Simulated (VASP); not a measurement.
A run of VASP 6.6.1 is set up as follows.

POSCAR

```
Ta3N2
1.0
    3.5075369805      0.0000000000      0.0000000000
   -1.7537684902      3.0376161298      0.0000000000
    0.0000000000      0.0000000000      6.4814140427
Ta N
3 2
Direct
    0.0000000000      0.0000000000      0.0000000000
    0.3333333333      0.6666666667      0.6663732558
    0.6666666667      0.3333333333      0.3336267442
    0.3333333333      0.6666666667      0.3092231370
    0.6666666667      0.3333333333      0.6907768630
```

Contents of INCAR.step1:

```
ALGO = Normal ; EDIFF = 1E-4
ENCUT = 520 ; GGA = PE
ISMEAR = 0 ; LASPH = T
LCHARG = F ; LREAL = F
LWAVE = T ; NBANDS = 30
NELM = 60 ; PREC = Accurate
SIGMA = 0.1
```

Contents of INCAR.step2:

```
ALGO = Normal ; EDIFF = 1E-7
ENCUT = 520 ; ISIF = 2
ISMEAR = 0 ; ISTART = 1
LASPH = T ; LCHARG = F
LMIXTAU = T ; LREAL = F
LWAVE = F ; METAGGA = R2SCAN
NBANDS = 30 ; NELM = 60
PREC = Accurate ; SIGMA = 0.1
```

Contents of KPOINTS:

```
k-points
0
Gamma
  12 12 6
```

Potentials or basis: VASP PAW PBE potentials, release 64 (Ta_pv, N).

Command:

```sh
$ cat potpaw_PBE.64/Ta_pv/POTCAR potpaw_PBE.64/N/POTCAR > POTCAR
$ cp INCAR.step1 INCAR
$ mpirun -np 1 vasp_std > vasp.out
$ cp INCAR.step2 INCAR
$ mpirun -np 1 vasp_std > vasp.out
```

Q: Estimate the pressure.

A: 1.2 GPa.

Q: Predict the largest force.

A: 0.048 eV/Å.

Forces on the atoms (eV/Å):
```
Ta   0.000  0.000  0.000
Ta   0.000  0.000  0.048
Ta   0.000  0.000 -0.048
N    0.000  0.000 -0.022
N    0.000  0.000  0.022
```

Caveat: the PAW data sets were made with another functional, which shifts forces and pressure a little.
